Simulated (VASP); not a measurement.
# Ag (P6_3/mmc) in VASP: a series of runs

The runs below take Ag through single point, relaxation of cell and atoms, with PBEsol.

All numbers are computed with VASP 6.6.1; they aren't measurements. Logs are shortened: lines on timing, memory, paths and dates and some standing lists are left out, and cuts for length are marked.

## (1) The cell of the first run

It takes space group P6_3/mmc (No. 194, hexagonal). The conventional cell has a = 2.744 Å, b = 2.744 Å, c = 4.531 Å, α = 90.00°, β = 90.00°, γ = 120.00°. Ag (site symmetry -6m2) has 12 Ag at 2.74 to 2.76 Å within 3.6 Å.

## (2) Single point, PBEsol

File INCAR:

```
SYSTEM = Ag
PREC = Accurate
ENCUT = 520
EDIFF = 1E-7
ISMEAR = -1
SIGMA = 0.1
LREAL = .FALSE.
LASPH = .TRUE.
NELM = 60
ALGO = Normal
ISIF = 2
LWAVE = .FALSE.
LCHARG = .TRUE.
GGA = PS
LELF = .TRUE.
LVHAR = .TRUE.
NBANDS = 18
```

File KPOINTS:

```
regular mesh
0
G
  9 9 5
  0 0 0
```

File POSCAR:

```
Ag
1.0
    2.7441538716      0.0000000000      0.0000000000
   -1.3720769358      2.3765069647      0.0000000000
    0.0000000000      0.0000000000      4.5310328002
Ag
2
Direct
    0.3333333333      0.6666666667      0.2500000000
    0.6666666667      0.3333333333      0.7500000000
```

Potentials or basis: VASP PAW PBE potentials, release 64 (Ag).

On the command line:

```bash
$ cat potpaw_PBE.64/Ag/POTCAR > POTCAR
$ mpirun -np 1 vasp_std > vasp.out
```

OUTCAR:

```text
SYSTEM = Ag
   PREC = Accurate
   ENCUT = 520
   EDIFF = 1E-7
   ISMEAR = -1
   LREAL = .FALSE.
   LASPH = .TRUE.
   NELM = 60
   ISIF = 2
   GGA = PS

 ion  position               nearest neighbor table
   1  0.333  0.667  0.250-   2 2.76   2 2.76   2 2.76   2 2.76   2 2.76   2 2.76
   2  0.667  0.333  0.750-   1 2.76   1 2.76   1 2.76   1 2.76   1 2.76   1 2.76

  LATTYP: Found a hexagonal cell.
 ALAT       =     2.7441538716
 C/A-ratio  =     1.6511584307

  Lattice vectors:

 A1 = (   2.7441538716,   0.0000000000,   0.0000000000)
 A2 = (  -1.3720769358,   2.3765069647,   0.0000000000)
 A3 = (   0.0000000000,   0.0000000000,   4.5310328002)

Analysis of symmetry for initial positions (statically):
=====================================================================
 Subroutine PRICEL returns:
 Original cell was already a primitive cell.

 Routine SETGRP: Setting up the symmetry group for a
 hexagonal supercell.

 Subroutine GETGRP returns: Found 24 space group operations
 (whereof 12 operations were pure point group operations)
 out of a pool of 24 trial point group operations.

The static configuration has the point symmetry D_3d.
 The point group associated with its full space group is D_6h.

Analysis of symmetry for dynamics (positions and initial velocities):
=====================================================================
 Subroutine PRICEL returns:
 Original cell was already a primitive cell.

 Routine SETGRP: Setting up the symmetry group for a
 hexagonal supercell.

 Subroutine GETGRP returns: Found 24 space group operations
 (whereof 12 operations were pure point group operations)
 out of a pool of 24 trial point group operations.

The dynamic configuration has the point symmetry D_3d.
 The point group associated with its full space group is D_6h.

 Subroutine INISYM returns: Found 24 space group operations
 (whereof 12 operations are pure point group operations),
 and found     1 'primitive' translations

----------------------------------------------------------------------------------------

                                     Primitive cell

  volume of cell :      29.5491

  direct lattice vectors                    reciprocal lattice vectors
     2.744153872  0.000000000  0.000000000     0.364411052  0.210392819  0.000000000
    -1.372076936  2.376506965  0.000000000     0.000000000  0.420785638  0.000000000
     0.000000000  0.000000000  4.531032800     0.000000000  0.000000000  0.220700234

  length of vectors
     2.744153872  2.744153872  4.531032800     0.420785638  0.420785638  0.220700234

  position of ions in fractional coordinates (direct lattice)
     0.333333333  0.666666667  0.250000000
     0.666666667  0.333333333  0.750000000

  ion indices of the primitive-cell ions
   primitive index   ion index
                 1           1
                 2           2

----------------------------------------------------------------------------------------

 KPOINTS: regular mesh

Automatic generation of k-mesh.
 Grid dimensions read from file:
 generate k-points for:    9    9    5

 Generating k-lattice:

  Cartesian coordinates                     Fractional coordinates (reciprocal lattice)
     0.040490117  0.023376980  0.000000000     0.111111111  0.000000000  0.000000000
     0.000000000  0.046753960  0.000000000     0.000000000  0.111111111  0.000000000
     0.000000000  0.000000000  0.044140047     0.000000000  0.000000000  0.200000000

  Length of vectors
     0.046753960  0.046753960  0.044140047

  Shift w.r.t. Gamma in fractional coordinates (k-lattice)
     0.000000000  0.000000000  0.000000000

 Subroutine IBZKPT returns following result:
 ===========================================

 Found     36 irreducible k-points:

 Following reciprocal coordinates:
            Coordinates               Weight
  0.000000  0.000000  0.000000      1.000000
  0.111111 -0.000000  0.000000      6.000000
  0.222222  0.000000  0.000000      6.000000
  0.333333  0.000000  0.000000      6.000000
  0.444444  0.000000  0.000000      6.000000
  0.111111  0.111111  0.000000      6.000000
[... 16 lines left out ...]
  0.333333  0.222222  0.200000     24.000000
  0.333333  0.333333  0.200000      4.000000
 [... further k-points ...]
   k-points           NKPTS =     36   k-points in BZ     NKDIM =     36   number of bands    NBANDS=     18
   number of dos      NEDOS =    301   number of ions     NIONS =      2
   total plane-waves  NPLWV =  14400
   dimension x,y,z NGX =    20 NGY =   20 NGZ =   36
   dimension x,y,z NGXF=    40 NGYF=   40 NGZF=   72
   ions per type =               2
   NGX,Y,Z   is equivalent  to a cutoff of  12.12, 12.12, 13.21 a.u.
   NGXF,Y,Z  is equivalent  to a cutoff of  24.23, 24.23, 26.42 a.u.
 SYSTEM =  Ag
   PREC   = accura    normal or accurate (medium, high low for compatibility)
   ISTART =      0    job   : 0-new  1-cont  2-samecut
   ICHARG =      2    charge: 1-file 2-atom 10-const
   ISPIN  =      1    spin polarized calculation?
   LNONCOLLINEAR =      F non collinear calculations
   LSORBIT =      F    spin-orbit coupling
   LASPH  =      T    aspherical Exc in radial PAW
   ENCUT  =  520.0 eV  38.22 Ry    6.18 a.u.   5.10  5.10  8.42*2*pi/ulx,y,z
   NELM   =     60;   NELMIN=  2; NELMDL= -5     # of ELM steps
   EDIFF  = 0.1E-06   stopping-criterion for ELM
   LREAL  =      F    real-space projection
   EDIFFG = 0.1E-05   stopping-criterion for IOM
   NSW    =      0    number of steps for IOM
   IBRION =     -1    ionic relax: 0-MD 1-quasi-New 2-CG
   NFREE  =      0    steps in history (QN), initial steepest desc. (CG)
   ISIF   =      2    stress and relaxation
   ISYM   =      2    0-nonsym 1-usesym 2-fastsym
   POTIM  = 0.5000    time-step for ionic-motion
   TEBEG  =    0.0;   TEEND  =   0.0 temperature during run
   PSTRESS=    0.0 pullay stress
   NELECT =      22.0000    total number of electrons
   NUPDOWN=      -1.0000    fix difference up-down
   EMIN   =  10.00;   EMAX   =-10.00  energy-range for DOS
   EFERMI =   0.00;   METHOD = LEGACY
   ISMEAR =    -1;   SIGMA  =   0.10  broadening in eV -4-tet -1-fermi 0-gaus
   EFERMI_NEDOS =   21; number of points for ismear=-14 and -15
   IALGO  =     38    algorithm
   IMIX   =      4    mixing-type and parameters
     AMIX     =   0.40;   BMIX     =  1.00
     AMIX_MAG =   1.60;   BMIX_MAG =  1.00
  volume/ion in A,a.u.               =      14.77        99.70
  Fermi-wavevector in a.u.,A,eV,Ry     =   1.483773  2.803924 29.954347  2.201582
  Thomas-Fermi vector in A             =   2.597393
   LORBIT       =      0    0 simple, 1 ext, 2 COOP (PROOUT), +10 PAW based schemes
   GGA     = PS    functional components
   LHFCALC =     F    Hartree Fock is set to
   AEXX    =    0.0000 exact exchange contribution
   IVDW    =     0    specifies the selected vdW correction
   LEPSILON=     F    determine dielectric tensor
   LRPA    =     F    only Hartree local field effects (RPA)
 non-spin polarized calculation
  energy-cutoff  :      520.00
  volume of cell :       29.55
 maximum number of plane-waves:       805
   NGX = 11   NGY = 11   NGZ = 17

 number of electron      21.9999999 magnetization

 Free energy of the ion-electron system (eV)
  ---------------------------------------------------
  ext. energy  EPLUGINS =         0.00000000
  ---------------------------------------------------
  free energy    TOTEN  =        -6.45753790 eV

  energy without entropy =       -6.45136036  energy(sigma->0) =       -6.45444913

 E-fermi :  10.5076     XC(G=0): -13.2875

 val. band max:       10.3784741851   @ k =   0.1111   0.1111   0.2000
 cond. band min:      10.6799319941   @ k =   0.1111  -0.0000   0.0000
 fundamental gap:      0.3014578090
 Fermi energy:        10.5076438448

 k-point     1 :       0.0000    0.0000    0.0000
  band No.  band energies     occupation
      1       1.4355      2.00000
      2       2.9817      2.00000
      3       4.9669      2.00000
      4       5.1355      2.00000
      5       5.1355      2.00000
      6       5.4380      2.00000
[... 10 lines left out ...]
     17      30.5760      0.00000
     18      30.5760      0.00000

 k-point     2 :       0.1111   -0.0000    0.0000
  band No.  band energies     occupation
      1       1.8182      2.00000
      2       3.2188      2.00000
      3       4.7774      2.00000
      4       5.2700      2.00000
      5       5.3669      2.00000
      6       5.3935      2.00000
[... 10 lines left out ...]
     17      28.6162      0.00000
     18      30.2724      0.00000

 k-point     3 :       0.2222    0.0000    0.0000
  band No.  band energies     occupation
      1       2.7714      2.00000
      2       3.5754      2.00000
      3       4.6533      2.00000
      4       4.8000      2.00000
      5       5.1448      2.00000
      6       5.5360      2.00000
[... 10 lines left out ...]
     17      27.7997      0.00000
     18      28.9314      0.00000

 k-point     4 :       0.3333    0.0000    0.0000
  band No.  band energies     occupation
      1       3.2911      2.00000
      2       3.5101      2.00000
      3       3.9755      2.00000
      4       5.2556      2.00000
      5       5.3204      2.00000
      6       5.3388      2.00000
[... 375 lines left out ...]
      4       4.3846      2.00000
      5       5.2953      2.00000
      6       5.3791      2.00000
[... 10 lines left out ...]
     17      23.4651      0.00000
     18      27.9233      0.00000

 k-point    23 :       0.3333    0.2222    0.2000
  band No.  band energies     occupation
      1       3.5470      2.00000
      2       3.9455      2.00000
      3       4.2698      2.00000
      4       4.4872      2.00000
      5       4.9599      2.00000
      6       5.6056      2.00000
[... 10 lines left out ...]
     17      23.0327      0.00000
     18      25.1118      0.00000

 k-point    24 :       0.3333    0.3333    0.2000
  band No.  band energies     occupation
      1       3.7518      2.00000
      2       4.1569      2.00000
      3       4.1569      2.00000
      4       4.6903      2.00000
      5       5.0841      2.00000
      6       5.0841      2.00000
[... 10 lines left out ...]
     17      24.8743      0.00000
     18      24.8745      0.00000

 [... further k-points ...]

------------------------ aborting loop because EDIFF is reached ----------------------------------------

  FORCE on cell =-STRESS in cart. coord.  units (eV):
  Direction    XX          YY          ZZ          XY          YZ          ZX
  --------------------------------------------------------------------------------------
  -------------------------------------------------------------------------------------
  Total        3.5996635      3.5996635      3.6071983      0.0000000      0.0000000      0.0000000
  in kB      195.1765905    195.1765905    195.5851355      0.0000000      0.0000000      0.0000000
  external PRESSURE =     195.3127722 kB  Pullay stress =       0.0000000 kB

 VOLUME and BASIS-vectors are now :
 -----------------------------------------------------------------------------
  energy-cutoff  :      520.00
  volume of cell :       29.55
      direct lattice vectors                 reciprocal lattice vectors
     2.744153872  0.000000000  0.000000000     0.364411052  0.210392819  0.000000000
    -1.372076936  2.376506965  0.000000000     0.000000000  0.420785638  0.000000000
     0.000000000  0.000000000  4.531032800     0.000000000  0.000000000  0.220700234

 POSITION                                       TOTAL-FORCE (eV/Angst)
 -----------------------------------------------------------------------------------
     -0.00000      1.58434      1.13276         0.000000     -0.000000      0.000000
      1.37208      0.79217      3.39827        -0.000000      0.000000      0.000000
 -----------------------------------------------------------------------------------
    total drift:                               -0.000000      0.000000     -0.000000

  FREE ENERGIE OF THE ION-ELECTRON SYSTEM (eV)
  ---------------------------------------------------
  free  energy   TOTEN  =        -6.4575378993 eV

  energy  without entropy=       -6.4513603557  energy(sigma->0) =       -6.45444913
```

It took 26 s on 1 thread of Intel Xeon 8259CL, shared host; peak memory 0.14 GiB.

What came out:

```
Free energy            : -6.4575 eV
Pressure               : 19.5 GPa
Band gap on the k mesh : zero (band 11 reaches 14.80 eV, above the bottom of band 12 at 6.98 eV)
```

Levels at points of the mesh, in eV from the Fermi level:
```
           k point  band 9  band 10  band 11  band 12  band 13  band 14
(0.00, 0.00, 0.00)   -4.55    -3.29    -3.29    -1.08     4.17    15.90
```

Caveat: the PAW data sets were made with another functional, which shifts forces and pressure a little.

[end of part 1 of 3]
